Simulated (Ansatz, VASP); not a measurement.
# Re in VASP and in Ansatz

```xyz
1
Lattice="0.0000 2.0010 2.0010 2.0010 0.0000 2.0010 2.0010 2.0010 0.0000" Properties=species:S:1:pos:R:3 pbc="T T T"
Re    0.0000    0.0000    0.0000
```

Change from the starting cell: volume scaled by 1.04.

Alike in both runs: task single point; functional PBE; k mesh 14 × 14 × 14; occupations fermi-dirac, width 0.03 eV; no spin polarisation.

|  | VASP | Ansatz |
| --- | --- | --- |
| version | VASP 6.6.1 | Ansatz 0.2.0 |
| potentials or method | VASP PAW PBE potentials, release 64 (Re), cutoff 520 eV | all-electron LAPW, scalar-relativistic |

Ansatz gave:

| Item | Value |
| --- | --- |
| pressure (GPa) | -20.5 |

Task: Estimate VASP's values.

Result: Pressure (GPa): -21.4.

Ansatz ran all-electron here, and VASP with PAW potentials.

Neither program's run includes spin-orbit coupling.
